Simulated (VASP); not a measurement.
# Ge (Fd-3m) in VASP: a series of runs, part 2 of 2

VASP 6.6.1. Earlier steps stand in the parts before.

**4. Phonons, r2SCAN**

This run uses another cell than the first one, of 21.74 Å³/atom.

Contents of INCAR:

```
ALGO     = Normal         # electronic algorithm
EDIFF    = 1E-8           # SCF threshold, eV
ENCUT    = 520            # plane-wave cutoff, eV
IBRION   = 6              # ionic algorithm
ISIF     = 2              # what is computed and relaxed
ISMEAR   = 0              # smearing method
LASPH    = True           # aspherical terms in the spheres
LCHARG   = True           # write CHGCAR
LMIXTAU  = True         
LREAL    = False          # projectors in reciprocal space
LWAVE    = False          # write WAVECAR
METAGGA  = R2SCAN         # meta-GGA
NBANDS   = 21             # bands
NELM     = 80             # most SCF steps
NFREE    = 2            
NSW      = 1              # ionic steps
POTIM    = 0.015          # step
PREC     = Accurate       # precision mode
SIGMA    = 0.01           # smearing width, eV
```

Contents of KPOINTS:

```
k-points
0
Gamma
  12 12 12
```

Contents of POSCAR:

```
Ge
1.0
    2.7908079235      2.7908079235      0.0000000000
   -2.7908079235      2.7908079235      0.0000000000
    0.0000000000      2.7908079235      2.7908079235
Ge
2
Direct
    0.5000000000      0.5000000000      0.0000000000
    0.7500000000      0.2500000000      0.5000000000
```

Potentials or basis: VASP PAW PBE potentials, release 64 (Ge_d).

Command:

```sh
> cat potpaw_PBE.64/Ge_d/POTCAR > POTCAR
> mpirun -np 1 vasp_std > vasp.out
```

OUTCAR:

```text
EDIFF = 1E-8
   ENCUT = 520
   IBRION = 6
   ISIF = 2
   ISMEAR = 0
   LASPH = True
   LREAL = False
   METAGGA = R2SCAN
   NELM = 80
   NFREE = 2
   NSW = 1
   POTIM = 0.015
   PREC = Accurate

 ion  position               nearest neighbor table
   1  0.500  0.500  0.000-   2 2.42   2 2.42   2 2.42   2 2.42
   2  0.750  0.250  0.500-   1 2.42   1 2.42   1 2.42   1 2.42

  LATTYP: Found a face centered cubic cell.
 ALAT       =     5.5816158470

  Lattice vectors:

[... 894 lines left out ...]
  x    -0.00000    -0.00000    -0.00000     0.00000   -10.23370     0.00000
  y    -0.00000    -0.00000    -0.00000     0.00000     0.00000   -10.23370
  z    -0.00000    -0.00000    -0.00000   -10.23370     0.00000     0.00000

 Eigenvectors and eigenvalues of the dynamical matrix
 ----------------------------------------------------

   1 f  =    9.390497 THz    59.002234 2PiTHz  313.233272 cm-1    38.835959 meV
             X         Y         Z           dx          dy          dz
      0.000000  2.790808  0.000000     0.685994   -0.171499    0.000000
      1.395404  4.186212  1.395404    -0.685994    0.171499    0.000000
[... 11 lines left out ...]
   4 f  =    0.000000 THz     0.000000 2PiTHz    0.000000 cm-1     0.000000 meV
             X         Y         Z           dx          dy          dz
      0.000000  2.790808  0.000000     0.000000   -0.000000    0.707107
      1.395404  4.186212  1.395404    -0.000000    0.000000    0.707107

   5 f/i=    0.000000 THz     0.000000 2PiTHz    0.000001 cm-1     0.000000 meV
             X         Y         Z           dx          dy          dz
      0.000000  2.790808  0.000000    -0.645289    0.289141    0.000000
      1.395404  4.186212  1.395404    -0.645289    0.289141    0.000000

   6 f/i=    0.000000 THz     0.000000 2PiTHz    0.000002 cm-1     0.000000 meV
             X         Y         Z           dx          dy          dz
      0.000000  2.790808  0.000000    -0.289141   -0.645289    0.000000
      1.395404  4.186212  1.395404    -0.289141   -0.645289    0.000000

 ELASTIC MODULI CONTR FROM IONIC RELAXATION (kBar)
 Direction    XX          YY          ZZ          XY          YZ          ZX
 --------------------------------------------------------------------------------
 XX          -0.0000     -0.0000     -0.0000     -0.0000     -0.0000     -0.0000
 YY          -0.0000     -0.0000     -0.0000     -0.0000     -0.0000     -0.0000
 ZZ          -0.0000     -0.0000     -0.0000     -0.0000     -0.0000     -0.0000
 XY          -0.0000     -0.0000     -0.0000   -294.6552      0.0000     -0.0000
 YZ          -0.0000     -0.0000     -0.0000      0.0000   -294.6552     -0.0000
 ZX          -0.0000     -0.0000     -0.0000     -0.0000     -0.0000   -294.6552
 --------------------------------------------------------------------------------
```

OSZICAR:

```text
N       E                     dE             d eps       ncg     rms          rms(c)
DAV:   1     0.176738864060E+03    0.17674E+03   -0.14930E+04  3395   0.382E+03
DAV:   2    -0.221746484748E+01   -0.17896E+03   -0.17300E+03  3024   0.627E+02
[... 46 lines left out ...]
DAV:   7    -0.277148672060E+02   -0.91950E-05   -0.95831E-06 13315   0.198E-02    0.494E-04
DAV:   8    -0.277148663733E+02    0.83268E-06   -0.19968E-06 12320   0.140E-02    0.329E-04
DAV:   9    -0.277148680654E+02   -0.16920E-05   -0.87226E-07 12030   0.944E-03    0.167E-04
DAV:  10    -0.277148681207E+02   -0.55322E-07   -0.19233E-07  9965   0.326E-03    0.698E-05
DAV:  11    -0.277148681903E+02   -0.69605E-07   -0.32600E-08 10250   0.110E-03    0.428E-05
DAV:  12    -0.277148681820E+02    0.82564E-08   -0.34762E-09  8874   0.694E-04
   3 F= -.27714868E+02 E0= -.27714868E+02  d E =-.357733E-53
```

stdout:

```text
POSCAR found type information on POSCAR Ge
 POSCAR found :  1 types and       2 ions
 scaLAPACK will be used
 -----------------------------------------------------------------------------
|                                                                             |
|                                                                             |
|     You enforced a specific xc type in the INCAR file but a different       |
|     I HOPE YOU KNOW WHAT YOU ARE DOING!                                     |
|                                                                             |
 -----------------------------------------------------------------------------

 LDA part: xc-table for (None), standard interpolation
 POSCAR, INCAR and KPOINTS ok, starting setup
 FFT: planning ... GRIDC
 FFT: planning ... GRID_SOFT
 FFT: planning ... GRID
 WAVECAR not read
 entering main loop
 Found     1 degrees of freedom:
 Finite differences POTIM= 0.01500 DOF=   1
 bond charge predicted
 Finite differences progress:
 bond charge predicted
 Finite differences progress:
```

Wall time 37 min (1 thread of Intel Xeon Platinum 8259CL at 2.50GHz (Skylake/Cascade Lake), shared host); peak memory 0.44 GiB.

Results:

```yaml
Highest_phonon_frequency_at_Γ: 313 cm⁻¹
```

Phonon frequencies in cm⁻¹ (negative: imaginary):
| q point | frequencies |
| --- | --- |
| (0.000, 0.000, 0.000) | 0 0 0 313 313 313 |

Caveat: the cell stands under pressure or tension, which shifts response properties; the PAW data sets were made with another functional, which shifts forces and pressure a little.
